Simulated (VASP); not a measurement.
# LaMnIn (P-6m2) in VASP: notebook

The runs below take LaMnIn through single point, with PBE.

Program: VASP 6.6.1. These are calculated values, not measurements. Logs are shortened: lines on timing, memory, paths and dates and some standing lists are left out, and cuts for length are marked.

### Step 1. The cell of the first run

It takes space group P-6m2 (No. 187, hexagonal). The conventional cell has a = 4.593 Å, b = 4.593 Å, c = 4.097 Å, α = 90.00°, β = 90.00°, γ = 120.00°. Within 4.4 Å of La (site symmetry -6m2) lie 6 Mn at 3.35 Å and 6 In at 3.35 Å and 2 La at 4.10 Å. Within 3.5 Å of In (site symmetry -6m2) lie 3 Mn at 2.65 Å and 6 La at 3.35 Å. Within 3.5 Å of Mn (site symmetry -6m2) lie 3 In at 2.65 Å and 6 La at 3.35 Å.

### Step 2. Single point, PBE, collinear spin, ferromagnetic start

Contents of INCAR:

```
ALGO = Normal
EDIFF = 1E-6
ENCUT = 520
GGA = PE
ISIF = 2
ISMEAR = -1
ISPIN = 2
LASPH = T
LCHARG = F
LMAXMIX = 6
LORBIT = 11
LREAL = F
LWAVE = F
MAGMOM = 0 0 2
NBANDS = 30
NELM = 150
NUPDOWN = 2.0
PREC = Accurate
SIGMA = 0.05
```

Contents of KPOINTS:

```
k-points
0
Gamma
  6 6 6
```

Contents of POSCAR:

```
LaMnIn
1.0
    4.5933407550      0.0000000000      0.0000000000
   -2.2966703775      3.9779497821      0.0000000000
    0.0000000000      0.0000000000      4.0965590000
La In Mn
1 1 1
Direct
    0.0000000000      0.0000000000      0.0000000000
    0.3333333333      0.6666666667      0.5000000000
    0.6666666667      0.3333333333      0.5000000000
```

Potentials or basis: VASP PAW PBE potentials, release 64 (La, In_d, Mn_pv).

Run with:

```
$ cat potpaw_PBE.64/La/POTCAR potpaw_PBE.64/In_d/POTCAR potpaw_PBE.64/Mn_pv/POTCAR > POTCAR
$ mpirun -np 1 vasp_std > vasp.out
```

OUTCAR:

```text
EDIFF = 1E-6
   ENCUT = 520
   GGA = PE
   ISIF = 2
   ISMEAR = -1
   ISPIN = 2
   LASPH = T
   LORBIT = 11
   LREAL = F
   NELM = 150
   NUPDOWN = 2.0
   PREC = Accurate

 ion  position               nearest neighbor table
   1  0.000  0.000  0.000-   2 3.35   3 3.35   2 3.35   3 3.35   3 3.35   3 3.35   2 3.35   2 3.35
                             3 3.35   3 3.35   2 3.35   2 3.35
   2  0.333  0.667  0.500-   3 2.65   3 2.65   3 2.65   1 3.35   1 3.35   1 3.35   1 3.35   1 3.35
                             1 3.35
   3  0.667  0.333  0.500-   2 2.65   2 2.65   2 2.65   1 3.35   1 3.35   1 3.35   1 3.35   1 3.35
                             1 3.35

  LATTYP: Found a hexagonal cell.
 ALAT       =     4.5933407550
 C/A-ratio  =     0.8918473979

  Lattice vectors:

 A1 = (   4.5933407550,   0.0000000000,   0.0000000000)
 A2 = (  -2.2966703775,   3.9779497821,   0.0000000000)
 A3 = (   0.0000000000,   0.0000000000,   4.0965590000)

Analysis of symmetry for initial positions (statically):
=====================================================================
 Subroutine PRICEL returns:
 Original cell was already a primitive cell.

 Routine SETGRP: Setting up the symmetry group for a
 hexagonal supercell.

 Subroutine GETGRP returns: Found 12 space group operations
 (whereof 12 operations were pure point group operations)
 out of a pool of 24 trial point group operations.

The static configuration has the point symmetry D_3h.

Analysis of symmetry for dynamics (positions and initial velocities):
=====================================================================
 Subroutine PRICEL returns:
 Original cell was already a primitive cell.

 Routine SETGRP: Setting up the symmetry group for a
 hexagonal supercell.

 Subroutine GETGRP returns: Found 12 space group operations
 (whereof 12 operations were pure point group operations)
 out of a pool of 24 trial point group operations.

The dynamic configuration has the point symmetry D_3h.

Analysis of structural, dynamic, and magnetic symmetry:
=====================================================================
 Subroutine PRICEL returns:
 Original cell was already a primitive cell.

 Routine SETGRP: Setting up the symmetry group for a
 hexagonal supercell.

 Subroutine GETGRP returns: Found 12 space group operations
 (whereof 12 operations were pure point group operations)
 out of a pool of 24 trial point group operations.

The overall configuration has the point symmetry D_3h.

 Subroutine INISYM returns: Found 12 space group operations
 (whereof 12 operations are pure point group operations),
 and found     1 'primitive' translations

----------------------------------------------------------------------------------------

                                     Primitive cell

  volume of cell :      74.8526

  direct lattice vectors                    reciprocal lattice vectors
     4.593340755  0.000000000  0.000000000     0.217706470  0.125692889  0.000000000
    -2.296670377  3.977949782  0.000000000     0.000000000  0.251385778  0.000000000
     0.000000000  0.000000000  4.096559000     0.000000000  0.000000000  0.244107311

  length of vectors
     4.593340755  4.593340755  4.096559000     0.251385778  0.251385778  0.244107311

  position of ions in fractional coordinates (direct lattice)
     0.000000000  0.000000000  0.000000000
     0.333333333  0.666666667  0.500000000
     0.666666667  0.333333333  0.500000000

  ion indices of the primitive-cell ions
   primitive index   ion index
                 1           1
                 2           2
                 3           3

----------------------------------------------------------------------------------------

 KPOINTS: k-points

Automatic generation of k-mesh.
 Grid dimensions read from file:
 generate k-points for:    6    6    6

 Generating k-lattice:

  Cartesian coordinates                     Fractional coordinates (reciprocal lattice)
     0.036284412  0.020948815  0.000000000     0.166666667  0.000000000  0.000000000
     0.000000000  0.041897630  0.000000000     0.000000000  0.166666667  0.000000000
     0.000000000  0.000000000  0.040684552     0.000000000  0.000000000  0.166666667

  Length of vectors
     0.041897630  0.041897630  0.040684552

  Shift w.r.t. Gamma in fractional coordinates (k-lattice)
     0.000000000  0.000000000  0.000000000

 Subroutine IBZKPT returns following result:
 ===========================================

 Found     28 irreducible k-points:

 Following reciprocal coordinates:
            Coordinates               Weight
  0.000000  0.000000  0.000000      1.000000
  0.166667 -0.000000  0.000000      6.000000
  0.333333 -0.000000  0.000000      6.000000
  0.500000  0.000000  0.000000      3.000000
  0.166667  0.166667  0.000000      6.000000
  0.333333  0.166667  0.000000     12.000000
[... 16 lines left out ...]
  0.166667 -0.000000  0.500000      6.000000
  0.333333 -0.000000  0.500000      6.000000
 [... further k-points ...]
   k-points           NKPTS =     28   k-points in BZ     NKDIM =     28   number of bands    NBANDS=     30
   number of dos      NEDOS =    301   number of ions     NIONS =      3
   total plane-waves  NPLWV =  38880
   dimension x,y,z NGX =    36 NGY =   36 NGZ =   30
   dimension x,y,z NGXF=    72 NGYF=   72 NGZF=   60
   ions per type =               1   1   1
   NGX,Y,Z   is equivalent  to a cutoff of  13.03, 13.03, 12.17 a.u.
   NGXF,Y,Z  is equivalent  to a cutoff of  26.06, 26.06, 24.35 a.u.
 SYSTEM =  unknown system
   PREC   = accura    normal or accurate (medium, high low for compatibility)
   ISTART =      0    job   : 0-new  1-cont  2-samecut
   ICHARG =      2    charge: 1-file 2-atom 10-const
   ISPIN  =      2    spin polarized calculation?
   LNONCOLLINEAR =      F non collinear calculations
   LSORBIT =      F    spin-orbit coupling
   LASPH  =      T    aspherical Exc in radial PAW
   ENCUT  =  520.0 eV  38.22 Ry    6.18 a.u.   8.54  8.54  7.62*2*pi/ulx,y,z
   NELM   =    150;   NELMIN=  2; NELMDL= -5     # of ELM steps
   EDIFF  = 0.1E-05   stopping-criterion for ELM
   LREAL  =      F    real-space projection
   EDIFFG = 0.1E-04   stopping-criterion for IOM
   NSW    =      0    number of steps for IOM
   IBRION =     -1    ionic relax: 0-MD 1-quasi-New 2-CG
   NFREE  =      0    steps in history (QN), initial steepest desc. (CG)
   ISIF   =      2    stress and relaxation
   ISYM   =      2    0-nonsym 1-usesym 2-fastsym
   POTIM  = 0.5000    time-step for ionic-motion
   TEBEG  =    0.0;   TEEND  =   0.0 temperature during run
   PSTRESS=    0.0 pullay stress
   NELECT =      37.0000    total number of electrons
   NUPDOWN=       2.0000    fix difference up-down
   EMIN   =  10.00;   EMAX   =-10.00  energy-range for DOS
   EFERMI =   0.00;   METHOD = LEGACY
   ISMEAR =    -1;   SIGMA  =   0.05  broadening in eV -4-tet -1-fermi 0-gaus
   EFERMI_NEDOS =   21; number of points for ismear=-14 and -15
   IALGO  =     38    algorithm
   IMIX   =      4    mixing-type and parameters
     AMIX     =   0.40;   BMIX     =  1.00
     AMIX_MAG =   1.60;   BMIX_MAG =  1.00
  volume/ion in A,a.u.               =      24.95       168.38
  Fermi-wavevector in a.u.,A,eV,Ry     =   1.294413  2.446087 22.796645  1.675506
  Thomas-Fermi vector in A             =   2.425998
   LORBIT       =     11    0 simple, 1 ext, 2 COOP (PROOUT), +10 PAW based schemes
   GGA     = PE    functional components
   LHFCALC =     F    Hartree Fock is set to
   AEXX    =    0.0000 exact exchange contribution
   IVDW    =     0    specifies the selected vdW correction
   LEPSILON=     F    determine dielectric tensor
   LRPA    =     F    only Hartree local field effects (RPA)
 spin polarized calculation
  energy-cutoff  :      520.00
  volume of cell :       74.85
 maximum number of plane-waves:      2049
 NGX is ok and might be reduce to    36
   NGX = 17   NGY = 17   NGZ = 15

 number of electron      37.0000018 magnetization       2.0000005

 Free energy of the ion-electron system (eV)
  ---------------------------------------------------
  ext. energy  EPLUGINS =         0.00000000
  ---------------------------------------------------
  free energy    TOTEN  =       -16.32921559 eV

  energy without entropy =      -16.29069264  energy(sigma->0) =      -16.30995411

 E-fermi :   8.2605     XC(G=0): -10.4235

 val. band max:        8.2520759502   @ k =   0.3333   0.1667   0.3333
 cond. band min:       7.5323537112   @ k =   0.5000   0.0000   0.5000
 fundamental gap:     -0.7197222390
 Fermi energy:         7.4923092996

 spin component 1

 k-point     1 :       0.0000    0.0000    0.0000
  band No.  band energies     occupation
      1     -41.4723      1.00000
      2     -41.4723      1.00000
      3     -41.3089      1.00000
      4     -24.5377      1.00000
      5      -8.2155      1.00000
      6      -8.2155      1.00000
[... 781 lines left out ...]
     29      10.3494      0.00000
     30      11.4194      0.00000

 [... further k-points ...]

 spin component 2

 k-point     1 :       0.0000    0.0000    0.0000
  band No.  band energies     occupation
      1     -38.1942      1.00000
      2     -38.1942      1.00000
      3     -38.0769      1.00000
      4     -24.7134      1.00000
      5      -8.4737      1.00000
      6      -8.4737      1.00000
[... 781 lines left out ...]
     29      10.3361      0.00000
     30      11.2720      0.00000

 [... further k-points ...]

------------------------ aborting loop because EDIFF is reached ----------------------------------------

  FORCE on cell =-STRESS in cart. coord.  units (eV):
  Direction    XX          YY          ZZ          XY          YZ          ZX
  --------------------------------------------------------------------------------------
  -------------------------------------------------------------------------------------
  Total        2.0108577      2.0108577      1.0654323      0.0000000     -0.0000000      0.0000000
  in kB       43.0412382     43.0412382     22.8049564      0.0000000     -0.0000000      0.0000000
  external PRESSURE =      36.2958109 kB  Pullay stress =       0.0000000 kB

 VOLUME and BASIS-vectors are now :
 -----------------------------------------------------------------------------
  energy-cutoff  :      520.00
  volume of cell :       74.85
      direct lattice vectors                 reciprocal lattice vectors
     4.593340755  0.000000000  0.000000000     0.217706470  0.125692889  0.000000000
    -2.296670377  3.977949782  0.000000000     0.000000000  0.251385778  0.000000000
     0.000000000  0.000000000  4.096559000     0.000000000  0.000000000  0.244107311

 POSITION                                       TOTAL-FORCE (eV/Angst)
 -----------------------------------------------------------------------------------
      0.00000      0.00000      0.00000        -0.000000      0.000000      0.000000
     -0.00000      2.65197      2.04828         0.000000     -0.000000      0.000000
      2.29667      1.32598      2.04828        -0.000000     -0.000000      0.000000
 -----------------------------------------------------------------------------------
    total drift:                               -0.000000      0.000000     -0.000000

  FREE ENERGIE OF THE ION-ELECTRON SYSTEM (eV)
  ---------------------------------------------------
  free  energy   TOTEN  =       -16.3292155881 eV

  energy  without entropy=      -16.2906926388  energy(sigma->0) =      -16.30995411

 total charge

# of ion       s       p       d       f       tot
--------------------------------------------------
    1        2.029   5.629   0.761   0.112   8.531
    2        0.944   0.856   9.833   0.000  11.633
    3        0.345   6.168   5.046   0.000  11.559
--------------------------------------------------
tot          3.317  12.654  15.640   0.112  31.723

 magnetization (x)

# of ion       s       p       d       f       tot
--------------------------------------------------
    1       -0.006  -0.022  -0.281  -0.037  -0.346
    2       -0.009  -0.191   0.005   0.000  -0.195
    3        0.040  -0.016   3.093   0.000   3.117
--------------------------------------------------
tot          0.025  -0.228   2.817  -0.037   2.576
```

Wall time 2.7 min (1 thread of Intel Xeon 6975P-C, shared host); peak memory 0.3 GiB.

What came out:

| Property | Result |
| --- | --- |
| Free energy | -16.3292 eV |
| Pressure | 3.6 GPa |
| Net moment | 2.00 μB per cell |
| Site moments | La -0.35; In -0.20; Mn +3.12 μB |
| Valence electrons inside the program's atomic spheres | La 8.53; In 11.63; Mn 11.56 |

Stress tensor (GPa, compression positive):
```
4.30 0.00 0.00
0.00 4.30 0.00
0.00 0.00 2.28
```

Caveat: spin-orbit coupling is left out, which moves the levels of the heavy elements; the total moment is fixed, so each spin has its own Fermi level.

(Part 1 of 2 ends here.)
